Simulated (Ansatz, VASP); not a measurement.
**Pd in VASP and in Ansatz**

File INCAR:

```
PREC = Accurate
ENCUT = 520
EDIFF = 1E-6
ISMEAR = -4
SIGMA = 0.05
LREAL = F
LASPH = T
NELM = 150
ALGO = Fast
ISIF = 2
LWAVE = F
LCHARG = F
MAGMOM = 0 0 0
LORBIT = 11
LSORBIT = T
GGA_COMPAT = F
LORBMOM = T
LMAXMIX = 4
GGA = RE
IVDW = 12
NBANDS = 21
```

File KPOINTS:

```
regular mesh
0
Gamma
  12 12 12
```

Contents of POSCAR:

```
Pd
1.0
    0.0000000000      1.9465000000      1.9465000000
    1.9465000000      0.0000000000      1.9465000000
    1.9465000000      1.9465000000      0.0000000000
Pd
1
Direct
    0.0000000000      0.0000000000      0.0000000000
```

input.yaml

```yaml
crystal:
  lattice:
    - [0.0, 1.9465, 1.9465]
    - [1.9465, 0.0, 1.9465]
    - [1.9465, 1.9465, 0.0]
  atoms:
    - { symbol: Pd, position: [0.0, 0.0, 0.0] }
hamiltonian:
  xc: revpbe
  pseudopotentials: { kind: nc_fr }
  dispersion: d3bj
magnetization:
  noncollinear: true
  spin_orbit: true
kpoints:
  mp_grid: { grid: [12, 12, 12] }
scf:
  occupations: { method: tetrahedron_uncorrected }
  n_extra_bands: 12
  lower_state_search: light
  convergence: { dr2_threshold: 1.0e-09 }
output:
  eigenvalues: true
  optics: { e_range: [0, 14], sigma: 0.2, nscf_kmesh: { grid: [16, 16, 16] } }
```

Alike in both runs: functional revPBE; dispersion D3(BJ); k mesh 12 × 12 × 12; non-collinear spin, spin-orbit coupling.

|  | VASP | Ansatz |
| --- | --- | --- |
| version | VASP 6.6.1 | Ansatz 0.2.0 |
| potentials or method | VASP PAW PBE potentials, release 64 (Pd) | PseudoDojo standard (PBE files) |
| plane-wave cutoff (eV) | 520 | 1116 |
| occupations | tetrahedron | tetrahedron-uncorrected |
| valence electrons in the cell | 10 | 18 |
| task | single point | optical spectrum |

|  | VASP | Ansatz | Ansatz less VASP |
| --- | --- | --- | --- |
| net moment per atom (μB) | 0.00 | 0.00 | 0.000 |

VASP's potentials were made for PBE, not for revPBE. VASP's potentials hold 10 valence electrons a cell and Ansatz's 18, so a difference there can come from the potentials and not from the codes.

Noted on Ansatz's run: the potentials were made for another functional, which shifts forces and pressure.
